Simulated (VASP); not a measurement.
A run of VASP 6.6.1 is set up as follows.

INCAR

```
SYSTEM = Zr
PREC = Accurate
ENCUT = 520
EDIFF = 1E-7
ISMEAR = -1
SIGMA = 0.05
LREAL = .False.
LASPH = .True.
NELM = 60
ALGO = Normal
ISIF = 2
LWAVE = .False.
LCHARG = .False.
GGA = PE
NBANDS = 12
```

KPOINTS

```
regular mesh
0
Gamma
  16 16 16
  0 0 0
```

The input POSCAR:

```
Zr
1.0
   -1.5873225872      1.5873225872      1.5873225872
    1.5873225872     -1.5873225872      1.5873225872
    1.5873225872      1.5873225872     -1.5873225872
Zr
1
Direct
    0.0000000000      0.0000000000      0.0000000000
```

Potentials or basis: VASP PAW PBE potentials, release 64 (Zr_sv).

Launch:

```console
$ cat potpaw_PBE.64/Zr_sv/POTCAR > POTCAR
$ mpirun -np 1 vasp_std > vasp.out
```

(1) What does it give for the band gap on the k mesh?

(2) Estimate the pressure.

## Answers

(1) zero (band 6 reaches 14.69 eV, above the bottom of band 7 at 12.46 eV).

(2) 55.4 GPa.
